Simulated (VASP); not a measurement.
Here is a VASP 6.6.1 calculation.

The input POSCAR:

```
TaN
1.0
    5.1015425988      0.0000000000      0.0000000000
   -2.5507712994      4.4180654891      0.0000000000
    0.0000000000      0.0000000000      2.8853127458
Ta N
3 3
Direct
    0.0000000000      0.0000000000      0.0000000000
    0.3333333333      0.6666666667      0.5000000000
    0.6666666667      0.3333333333      0.5000000000
    0.5000000000      0.0000000000      0.0000000000
    0.5000000000      0.5000000000      0.0000000000
    0.0000000000      0.5000000000      0.0000000000
```

The input INCAR.step1:

```
ALGO = Normal ; EDIFF = 1E-5
ENCUT = 770 ; GGA = PE
GGA_COMPAT = False ; ISMEAR = -1
LASPH = True ; LCHARG = False
LREAL = False ; LWAVE = True
NBANDS = 36 ; NELM = 120
PREC = Accurate ; SIGMA = 0.1
```

INCAR.step2

```
ALGO = Normal ; EDIFF = 1E-6
ENCUT = 770 ; GGA_COMPAT = False
ISIF = 2 ; ISMEAR = -1
ISTART = 1 ; LASPH = True
LCHARG = False ; LMIXTAU = True
LREAL = False ; LWAVE = False
METAGGA = R2SCAN ; NBANDS = 36
NELM = 120 ; PREC = Accurate
SIGMA = 0.1
```

KPOINTS

```
k-points
0
Gamma
  7 7 11
```

Potentials or basis: VASP PAW PBE potentials, release 64 (Ta_sv_GW, N).

The run is started by

```console
$ cat potpaw_PBE.64/Ta_sv_GW/POTCAR potpaw_PBE.64/N/POTCAR > POTCAR
$ cp INCAR.step1 INCAR
$ mpirun -np 1 vasp_std > vasp.out
$ cp INCAR.step2 INCAR
$ mpirun -np 1 vasp_std > vasp.out
```

(1) What does it give for the band gap on the k mesh?

(2) Predict the pressure.

## Answers

(1) zero (bands 27 and 28 overlap by 2.26 eV).

(2) 20.4 GPa.

Caveat: the cell stands under pressure; the PAW data sets were made with another functional, which shifts forces and pressure a little; spin-orbit coupling is left out, which moves the levels of the heavy elements.
